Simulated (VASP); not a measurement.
A run of VASP 6.6.1 is set up as follows.

INCAR

```
ALGO = Normal
EDIFF = 1E-6
EDIFFG = -0.02
ENCUT = 600
GGA = RE
IBRION = 2
ISIF = 3
ISMEAR = -1
LASPH = True
LCHARG = False
LREAL = False
LWAVE = False
NELM = 60
NSW = 80
PREC = Accurate
SIGMA = 0.05
```

The input KPOINTS:

```
k-points
0
Gamma
  11 11 11
```

POSCAR

```
Al
1.0
    0.0000000000      2.0248050000      2.0248050000
    2.0248050000      0.0000000000      2.0248050000
    2.0248050000      2.0248050000      0.0000000000
Al
1
Direct
    0.0000000000      0.0000000000      0.0000000000
```

Potentials or basis: VASP PAW PBE potentials, release 64 (Al).

Run with:

```console
$ cat potpaw_PBE.64/Al/POTCAR > POTCAR
$ mpirun -np 1 vasp_std > vasp.out
```

**Question.** What does it give for the space group after relaxing (to 0.05 Å)?

**Answer.** Fm-3m (No. 225).

**Question.** Estimate the relaxed cell.

**Answer.** a = 2.871 Å, b = 2.871 Å, c = 2.871 Å, α = 60.00°, β = 60.00°, γ = 60.00°.

**Question.** What does it give for the relaxed volume?

**Answer.** 16.74 Å³/atom.

Final structure:
```
Al
1.0
     0.00000    2.03020    2.03020
     2.03020    0.00000    2.03020
     2.03020    2.03020    0.00000
Al
1
Direct
  0.00000 0.00000 0.00000
```

Caveat: the PAW data sets were made with another functional, which shifts forces and pressure a little.

The cell as given is a measured one (16.60 Å³/atom); revPBE puts the equilibrium volume +0.8 % from it, thermal expansion not counted.
